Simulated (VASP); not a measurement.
# SnO2 (fluorite type) (Fm-3m) in VASP: notebook

Runs on SnO2 (fluorite type). Level: PBE. Tasks: relaxation of cell and atoms.

Program: VASP 6.6.1. These are calculated values, not measurements. Logs are shortened: lines on timing, memory, paths and dates and some standing lists are left out, and cuts for length are marked.

## Step 1: The cell of the first run

It takes space group Fm-3m (No. 225, cubic). The conventional cell has a = 4.577 Å, b = 4.577 Å, c = 4.577 Å, α = 90.00°, β = 90.00°, γ = 90.00°. Within 2.6 Å of Sn (site symmetry m-3m) lie 8 O at 1.98 Å. O (site symmetry -43m) has 4 Sn at 1.98 Å and 6 O at 2.29 Å within 2.6 Å.

## Step 2: Relaxation of cell and atoms, PBE, target pressure 150 GPa, at which the enthalpy is minimised

The input, INCAR:

```
SYSTEM = SnO2
PREC = Accurate
ENCUT = 600
EDIFF = 1E-6
ISMEAR = -1
SIGMA = 0.08
LREAL = .False.
LASPH = .True.
NELM = 100
ALGO = Normal
ISIF = 3
LWAVE = .False.
LCHARG = .False.
GGA = PE
IBRION = 2
NSW = 32
EDIFFG = -0.005
PSTRESS = 1500.0
```

The input, KPOINTS:

```
regular mesh
0
Gamma
  12 12 12
  0 0 0
```

The input, POSCAR:

```
SnO2
1.0
    0.0000000000      2.2882782469      2.2882782469
    2.2882782469      0.0000000000      2.2882782469
    2.2882782469      2.2882782469      0.0000000000
Sn O
1 2
Direct
    0.0000000000      0.0000000000      0.0000000000
    0.2500000000      0.2500000000      0.2500000000
    0.7500000000      0.7500000000      0.7500000000
```

Potentials or basis: VASP PAW PBE potentials, release 64 (Sn_d, O).

Started as:

```
> cat potpaw_PBE.64/Sn_d/POTCAR potpaw_PBE.64/O/POTCAR > POTCAR
> mpirun -np 1 vasp_std > vasp.out
```

OUTCAR:

```text
SYSTEM = SnO2
   PREC = Accurate
   ENCUT = 600
   EDIFF = 1E-6
   ISMEAR = -1
   LREAL = .False.
   LASPH = .True.
   NELM = 100
   ISIF = 3
   GGA = PE
   IBRION = 2
   NSW = 32
   EDIFFG = -0.005
   PSTRESS = 1500.0

 ion  position               nearest neighbor table
   1  0.000  0.000  0.000-   3 1.98   3 1.98   3 1.98   2 1.98   3 1.98   2 1.98   2 1.98   2 1.98

   2  0.250  0.250  0.250-   1 1.98   1 1.98   1 1.98   1 1.98
   3  0.750  0.750  0.750-   1 1.98   1 1.98   1 1.98   1 1.98

  LATTYP: Found a face centered cubic cell.
 ALAT       =     4.5765564938

  Lattice vectors:

 A1 = (   0.0000000000,   2.2882782469,   2.2882782469)
 A2 = (   2.2882782469,   0.0000000000,   2.2882782469)
 A3 = (   2.2882782469,   2.2882782469,   0.0000000000)

Analysis of symmetry for initial positions (statically):
=====================================================================
 Subroutine PRICEL returns:
 Original cell was already a primitive cell.

 Routine SETGRP: Setting up the symmetry group for a
 face centered cubic supercell.

 Subroutine GETGRP returns: Found 48 space group operations
 (whereof 48 operations were pure point group operations)
 out of a pool of 48 trial point group operations.

The static configuration has the point symmetry O_h .

Analysis of symmetry for dynamics (positions and initial velocities):
=====================================================================
 Subroutine PRICEL returns:
 Original cell was already a primitive cell.

 Routine SETGRP: Setting up the symmetry group for a
 face centered cubic supercell.

 Subroutine GETGRP returns: Found 48 space group operations
 (whereof 48 operations were pure point group operations)
 out of a pool of 48 trial point group operations.

The dynamic configuration has the point symmetry O_h .

 Subroutine INISYM returns: Found 48 space group operations
 (whereof 48 operations are pure point group operations),
 and found     1 'primitive' translations

----------------------------------------------------------------------------------------

                                     Primitive cell

  volume of cell :      23.9638

  direct lattice vectors                    reciprocal lattice vectors
     0.000000000  2.288278247  2.288278247    -0.218504896  0.218504896  0.218504896
     2.288278247  0.000000000  2.288278247     0.218504896 -0.218504896  0.218504896
[... 88 lines left out ...]
   LREAL  =      F    real-space projection
   EDIFFG = -.5E-02   stopping-criterion for IOM
   NSW    =     32    number of steps for IOM
   IBRION =      2    ionic relax: 0-MD 1-quasi-New 2-CG
   NFREE  =      1    steps in history (QN), initial steepest desc. (CG)
   ISIF   =      3    stress and relaxation
   ISYM   =      2    0-nonsym 1-usesym 2-fastsym
   POTIM  = 0.5000    time-step for ionic-motion
   TEBEG  =    0.0;   TEEND  =   0.0 temperature during run
   PSTRESS= 1500.0 pullay stress
   NELECT =      26.0000    total number of electrons
   NUPDOWN=      -1.0000    fix difference up-down
   EMIN   =  10.00;   EMAX   =-10.00  energy-range for DOS
   EFERMI =   0.00;   METHOD = LEGACY
   ISMEAR =    -1;   SIGMA  =   0.08  broadening in eV -4-tet -1-fermi 0-gaus
   EFERMI_NEDOS =   21; number of points for ismear=-14 and -15
   IALGO  =     38    algorithm
   IMIX   =      4    mixing-type and parameters
     AMIX     =   0.40;   BMIX     =  1.00
     AMIX_MAG =   1.60;   BMIX_MAG =  1.00
  volume/ion in A,a.u.               =       7.99        53.91
  Fermi-wavevector in a.u.,A,eV,Ry     =   1.682211  3.178918 38.502224  2.829834
  Thomas-Fermi vector in A             =   2.765630
   LORBIT       =      0    0 simple, 1 ext, 2 COOP (PROOUT), +10 PAW based schemes
   GGA     = PE    functional components
   LHFCALC =     F    Hartree Fock is set to
   AEXX    =    0.0000 exact exchange contribution
   IVDW    =     0    specifies the selected vdW correction
   LEPSILON=     F    determine dielectric tensor
   LRPA    =     F    only Hartree local field effects (RPA)
 conjugate gradient relaxation of ions
 non-spin polarized calculation
  energy-cutoff  :      600.00
  volume of cell :       23.96
 maximum number of plane-waves:       821
 NGX is ok and might be reduce to    28
   NGX = 13   NGY = 13   NGZ = 13

--------------------------------------- Ionic step        1  -------------------------------------------

 number of electron      26.0000005 magnetization

 Free energy of the ion-electron system (eV)
  ---------------------------------------------------
  ext. energy  EPLUGINS =         0.00000000
  ---------------------------------------------------
  free energy    TOTEN  =       -14.44304083 eV

  energy without entropy =      -14.44304083  energy(sigma->0) =      -14.44304083

------------------------ aborting loop because EDIFF is reached ----------------------------------------

  FORCE on cell =-STRESS in cart. coord.  units (eV):
  Direction    XX          YY          ZZ          XY          YZ          ZX
  --------------------------------------------------------------------------------------
  -------------------------------------------------------------------------------------
  Total       22.7007067     22.7007067     22.7007067      0.0000000      0.0000000     -0.0000000
  in kB     1517.7263317   1517.7263317   1517.7263317      0.0000000      0.0000000     -0.0000000
  external PRESSURE =      17.7263317 kB  Pullay stress =    1500.0000000 kB
[... 65 lines left out ...]
--------------------------------------- Ionic step        3  -------------------------------------------

 number of electron      26.0000005 magnetization

 Free energy of the ion-electron system (eV)
  ---------------------------------------------------
  ext. energy  EPLUGINS =         0.00000000
  ---------------------------------------------------
  free energy    TOTEN  =       -14.49489844 eV

  energy without entropy =      -14.49489844  energy(sigma->0) =      -14.49489844

 E-fermi :  14.8970     XC(G=0): -13.6854

 val. band max:       13.2300170318   @ k =  -0.2500   0.5000   0.2500
 cond. band min:      16.9893203510   @ k =   0.0000   0.0000   0.0000
 fundamental gap:      3.7593033193
 Fermi energy:        14.8970281987

 k-point     1 :       0.0000    0.0000    0.0000
  band No.  band energies     occupation
      1     -10.0031      2.00000
      2      -7.6971      2.00000
      3      -7.6971      2.00000
      4      -7.6971      2.00000
      5      -7.0913      2.00000
      6      -7.0913      2.00000
[... 457 lines left out ...]
      4      -7.1935      2.00000
      5      -7.0377      2.00000
      6      -5.5411      2.00000
[... 9 lines left out ...]
     16      26.5570      0.00000
     17      27.0057      0.00000

 [... further k-points ...]
[... 5 lines left out ...]
  --------------------------------------------------------------------------------------
  -------------------------------------------------------------------------------------
  Total       22.4746385     22.4746385     22.4746385      0.0000000     -0.0000000      0.0000000
  in kB     1499.1673796   1499.1673796   1499.1673796      0.0000000     -0.0000000      0.0000000
  external PRESSURE =      -0.8326204 kB  Pullay stress =    1500.0000000 kB
[... 22 lines left out ...]
  energy  without entropy=      -14.4948984436  energy(sigma->0) =      -14.49489844

  enthalpy is  TOTEN    =         7.9922221721 eV   P V=       22.4871206157

 reached required accuracy - stopping structural energy minimisation
```

Wall time 85 s (1 thread of Intel Xeon Platinum 8259CL at 2.50GHz (Skylake/Cascade Lake), shared host); peak memory 0.19 GiB.

Results:

```
Free energy                                            : -14.4949 eV
Relaxed volume                                         : 8.01 Å³/atom
Relaxed cell                                           : a = 3.239 Å, b = 3.239 Å, c = 3.239 Å, α = 60.00°, β = 60.00°, γ = 60.00°
Space group after relaxing (to 0.05 Å)                 : Fm-3m (No. 225)
Energy change on relaxing (the enthalpy is what falls) : -17.3 meV/atom
Ionic steps                                            : 3
Pressure after relaxing                                : 149.9 GPa
Band gap on the k mesh                                 : 3.76 eV, indirect (least direct gap 4.92 eV)
```

The path:
```csv
step,energy change (eV),largest force (eV/Å),pressure (GPa),volume (Å³)
1,0.0000,0.0000,151.77,23.96
2,-0.2823,0.0000,142.20,24.27
3,-0.0519,0.0000,149.92,24.02
```

Final structure:
```
Sn O
1.0
     0.00000    2.29003    2.29003
     2.29003    0.00000    2.29003
     2.29003    2.29003    0.00000
Sn O
1 2
Direct
  0.00000 0.00000 0.00000
  0.25000 0.25000 0.25000
  0.75000 0.75000 0.75000
```

Levels at points of the mesh, in eV from the valence-band top:
```
           k point  band 11  band 12  band 13  band 14  band 15  band 16
(0.00, 0.00, 0.00)    -2.22    -2.22    -2.22     3.76     7.99     7.99
(0.50, 0.00, 0.00)    -5.07    -2.95    -2.95     8.26     8.92    13.42
(0.50, 0.50, 0.00)    -0.54    -0.33    -0.33     4.59    10.31    11.77
```

Caveat: the cell is relaxed towards a set pressure, so the enthalpy falls and the energy may rise; spin-orbit coupling is left out, which moves the levels of the heavy elements.

## Step 3: Relaxation of cell and atoms, PBE, target pressure 150 GPa, at which the enthalpy is minimised

This run uses another cell than the first one, of 8.80 Å³/atom, 1.102 times its volume.

The input, INCAR:

```
PREC = Accurate
ENCUT = 600
EDIFF = 1E-6
ISMEAR = -1
SIGMA = 0.08
LREAL = F
LASPH = T
NELM = 80
ALGO = Normal
ISIF = 3
LWAVE = F
LCHARG = F
GGA = PE
IBRION = 2
NSW = 60
EDIFFG = -0.005
PSTRESS = 1500.0
```

The input, KPOINTS:

```
regular mesh
0
Gamma
  12 12 12
```

The input, POSCAR:

```
SnO2
1.0
    0.0000000000      2.3635842390      2.3635842390
    2.3635842390      0.0000000000      2.3635842390
    2.3635842390      2.3635842390      0.0000000000
Sn O
1 2
Direct
    0.0000000000      0.0000000000      0.0000000000
    0.2500000000      0.2500000000      0.2500000000
    0.7500000000      0.7500000000      0.7500000000
```

Potentials or basis: VASP PAW PBE potentials, release 64 (Sn_d, O).

Started as:

```
> cat potpaw_PBE.64/Sn_d/POTCAR potpaw_PBE.64/O/POTCAR > POTCAR
> mpirun -np 1 vasp_std > vasp.out
```

Wall time 4.1 min (1 thread of Intel Xeon Platinum 8259CL at 2.50GHz (Skylake/Cascade Lake), shared host); peak memory 0.2 GiB.

Results (log left out):

```yaml
Free_energy: -14.5052 eV
Relaxed_volume: 8.01 Å³/atom
Relaxed_cell: a = 3.239 Å, b = 3.239 Å, c = 3.239 Å, α = 60.00°, β = 60.00°, γ = 60.00°
Space_group_after_relaxing_to_0.05_Å: Fm-3m (No. 225)
Energy_change_on_relaxing_the_enthalpy_is_what_falls: +580.3 meV/atom
Ionic_steps: 16
Pressure_after_relaxing: 150.0 GPa
Band_gap_on_the_k_mesh: 3.76 eV, indirect (least direct gap 4.92 eV)
```

The path:
```
step  energy change (eV)  largest force (eV/Å)  pressure (GPa)  volume (Å³)
   1              0.0000                0.0000           87.92        26.41
   2             23.9642                0.0000          883.48        15.40
   3              1.3134                0.0000          135.23        24.50
   4              1.5981                0.0000          144.99        24.17
   5              1.7465                0.0000          150.11        24.01
   6              1.7032                0.0000          148.66        24.06
   7              1.7068                0.0000          148.78        24.06
   8              1.7174                0.0000          149.21        24.04
   9              1.7176                0.0000          149.17        24.04
  10              1.7182                0.0000          149.16        24.04
  11              1.7193                0.0000          149.17        24.04
  12              1.7216                0.0000          149.30        24.04
  13              1.7261                0.0000          149.47        24.03
  14              1.7352                0.0000          149.81        24.02
  15              1.7535                0.0000          150.42        24.01
  16              1.7410                0.0000          149.95        24.02
```

Final structure:
```yaml
crystal:
  lattice:
    - [0.00000, 2.29001, 2.29001]
    - [2.29001, 0.00000, 2.29001]
    - [2.29001, 2.29001, 0.00000]
  atoms:
    - { symbol: Sn, position: [0.00000, 0.00000, 0.00000] }
    - { symbol: O, position: [0.25000, 0.25000, 0.25000] }
    - { symbol: O, position: [0.75000, 0.75000, 0.75000] }
```

Levels at points of the mesh, in eV from the valence-band top:
| k point | band 11 | band 12 | band 13 | band 14 | band 15 | band 16 |
| --- | --- | --- | --- | --- | --- | --- |
| (0.00, 0.00, 0.00) | -2.22 | -2.22 | -2.22 | 3.76 | 7.99 | 7.99 |
| (0.50, 0.00, 0.00) | -5.07 | -2.95 | -2.95 | 8.26 | 8.92 | 13.42 |
| (0.50, 0.50, 0.00) | -0.54 | -0.33 | -0.33 | 4.59 | 10.31 | 11.77 |

Caveat: the cell is relaxed towards a set pressure, so the enthalpy falls and the energy may rise; spin-orbit coupling is left out, which moves the levels of the heavy elements. A k mesh can miss the band edges.
